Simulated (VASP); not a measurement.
Set up this calculation in VASP 6.6.1, as the native input.

```yaml
Task: relaxation of cell and atoms
Functional: PBE
Potentials_or_basis: VASP PAW PBE potentials, release 64 (Ga_d, F)
Cutoff: 600 eV
k_mesh: 6 × 6 × 4
Occupations: gaussian, width 0.1 eV
Spin: no spin polarisation
Dipole_correction: no
Further_INCAR_settings: ALGO = Normal; EDIFF = 1e-06; IBRION = 2; EDIFFG = -0.04; NSW = 90; ISIF = 3
```

The structure of Ga2F3 lies in POSCAR:

```
Ga2F3
1.0
    3.9474393439      0.0000000000      0.0000000000
   -1.9737196720      3.4185827517      0.0000000000
    0.0000000000      0.0000000000      4.7661689745
Ga F
2 3
Direct
    0.3333333333      0.6666666667      0.1380000000
    0.6666666667      0.3333333333      0.8620000000
    0.0000000000      0.0000000000      0.0000000000
    0.3333333333      0.6666666667      0.6250000000
    0.6666666667      0.3333333333      0.3750000000
```

The input as run:

INCAR

```
PREC = Accurate ; ENCUT = 600
EDIFF = 1E-6 ; ISMEAR = 0
SIGMA = 0.1 ; LREAL = False
LASPH = True ; NELM = 60
ALGO = Normal ; ISIF = 3
LWAVE = False ; LCHARG = False
GGA = PE ; IBRION = 2
NSW = 90 ; EDIFFG = -0.04
```

KPOINTS

```
regular mesh
0
Gamma
  6 6 4
```

Potentials or basis: VASP PAW PBE potentials, release 64 (Ga_d, F).

Run with:

```bash
$ cat potpaw_PBE.64/Ga_d/POTCAR potpaw_PBE.64/F/POTCAR > POTCAR
$ mpirun -np 1 vasp_std > vasp.out
```

Results of the run:

| Property | Result |
| --- | --- |
| Relaxed volume | 14.54 Å³/atom |
| Relaxed cell | a = 4.205 Å, b = 4.205 Å, c = 4.745 Å, α = 90.00°, β = 90.00°, γ = 120.00° |
| Space group after relaxing (to 0.1 Å) | P-3m1 (No. 164) |
| Energy gained by relaxing | 203.1 meV/atom |
| Ionic steps | 12 |
| Pressure after relaxing | 0.0 GPa |
| Largest force after relaxing | 0.011 eV/Å |
| Band gap on the k mesh | zero (an odd number of electrons rules out a gap without spin polarisation) |

Caveat: an odd number of electrons without spin polarisation forces a metal; a magnetic or distorted state may lie lower.

Wall time 3.1 min on 1 thread of Intel(R) Xeon(R) 6975P-C (Granite Rapids), with other jobs on the host, peak memory 0.22 GiB.
